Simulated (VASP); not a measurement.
Here is a VASP 6.6.1 calculation.

File INCAR:

```
PREC = Accurate
ENCUT = 600
EDIFF = 1E-6
ISMEAR = 0
SIGMA = 0.02
LREAL = False
LASPH = True
NELM = 60
ALGO = Fast
ISIF = 3
LWAVE = False
LCHARG = False
GGA = PE
IBRION = 2
NSW = 100
EDIFFG = -0.01
```

Contents of KPOINTS:

```
Automatic mesh
0
Gamma
  10 10 6
```

Contents of POSCAR:

```
Si2BBr
1.0
    3.8281709853      0.0000000000      0.0000000000
    0.0000000000      3.8281709853      0.0000000000
    0.0000000000      0.0000000000      6.0805767439
Si B Br
2 1 1
Direct
    0.5000000000      0.0000000000      0.2908395836
    0.0000000000      0.5000000000      0.2908395836
    0.0000000000      0.0000000000      0.2079795071
    0.5000000000      0.5000000000      0.6530994557
```

Potentials or basis: VASP PAW PBE potentials, release 64 (Si, B, Br).

Command:

```console
$ cat potpaw_PBE.64/Si/POTCAR potpaw_PBE.64/B/POTCAR potpaw_PBE.64/Br/POTCAR > POTCAR
$ mpirun -np 1 vasp_std > vasp.out
```

(1) Estimate the relaxed volume.

(2) What does it give for the band gap on the k mesh?

(3) Predict the space group after relaxing (to 0.1 Å).

(4) Predict the relaxed cell.

## Answers

(1) 21.61 Å³/atom.

(2) zero (bands 9 and 10 overlap by 0.11 eV).

(3) P4mm (No. 99).

(4) a = 3.848 Å, b = 3.848 Å, c = 5.839 Å, α = 90.00°, β = 90.00°, γ = 90.00°.
